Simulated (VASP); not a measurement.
Write the native input for VASP 6.6.1 that does the following.

* Task: single point
* Functional: PBE
* Potentials or basis: VASP PAW PBE potentials, release 64 (Si, Ge_d)
* Cutoff: 520 eV
* k mesh: 6 × 6 × 4
* Occupations: gaussian, width 0.1 eV
* Spin: no spin polarisation
* Dipole correction: no
* Further INCAR settings: ALGO = Normal; EDIFF = 1e-07; NBANDS = 33

The structure of Si2Ge3 lies in POSCAR:

```
Si2Ge3
1.0
    4.0617452334     -0.0000000027      0.0000000000
   -2.0308726143      3.5175745572      0.0000000000
    0.0000000000      0.0000000000      6.7863122379
Si Ge
2 3
Direct
    0.3333333333      0.6666666667      0.2145841679
    0.6666666667      0.3333333333      0.7854158321
    0.3333333333      0.6666666667      0.6325348496
    0.6666666667      0.3333333333      0.3674651504
    0.0000000000      0.0000000000      0.0000000000
```

The cell was built from a structure type or drawn by symmetry, and may not be a known phase.

The input as run:

INCAR

```
  ALGO = Normal
  EDIFF = 1E-7
  ENCUT = 520
  GGA = PE
  ISIF = 2
  ISMEAR = 0
  LASPH = T
  LCHARG = F
  LREAL = F
  LWAVE = F
  NBANDS = 33
  NELM = 80
  PREC = Accurate
  SIGMA = 0.1
```

KPOINTS

```
k-points
0
Gamma
  6 6 4
```

Potentials or basis: VASP PAW PBE potentials, release 64 (Si, Ge_d).

Command:

```sh
$ cat potpaw_PBE.64/Si/POTCAR potpaw_PBE.64/Ge_d/POTCAR > POTCAR
$ mpirun -np 1 vasp_std > vasp.out
```

It gave:

The pressure is -0.1 GPa, the largest force is 0.030 eV/Å and the band gap on the k mesh is zero (bands 25 and 26 overlap by 3.27 eV).

It took 39 s on 1 thread of AMD EPYC 9R45 96-Core Processor (Zen 5), with other jobs on the host, peak memory 0.2 GiB.
